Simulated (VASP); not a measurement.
Sc:

```
CELL_PARAMETERS angstrom
1.84000 1.84000 1.84000
-1.84000 1.84000 1.84000
-1.84000 -1.84000 1.84000
ATOMIC_POSITIONS crystal
Sc 0.00000 0.00000 0.00000
```

* Program: VASP 6.6.1
* Task: relaxation of cell and atoms
* Functional: PBEsol
* Potentials or basis: VASP PAW PBE potentials, release 64 (Sc_sv)
* Cutoff: 600 eV
* k mesh: 7 × 7 × 7
* Occupations: gaussian, width 0.05 eV
* Spin: no spin polarisation

At the start: pressure -2.4 GPa; volume 24.92 Å³/atom.

Problem. How do energy, volume and symmetry change on relaxing?

Solution. Over 3 steps the energy falls by 8.4 meV/atom and the volume is 23.81 Å³/atom (-4.4 %); space group Im-3m (No. 229, to 0.05 Å).

Step by step:
```
step  energy change (eV)  largest force (eV/Å)  pressure (GPa)  volume (Å³)
   1              0.0000                0.0000           -2.36        24.92
   2             -0.0081                0.0000            0.47        23.62
   3             -0.0084                0.0000            0.01        23.81
```

Final structure:
```
Sc
1.0
     1.81241    1.81241    1.81241
    -1.81241    1.81241    1.81241
    -1.81241   -1.81241    1.81241
Sc
1
Direct
  0.00000 0.00000 0.00000
```

Caveat: the PAW data sets were made with another functional, which shifts forces and pressure a little.
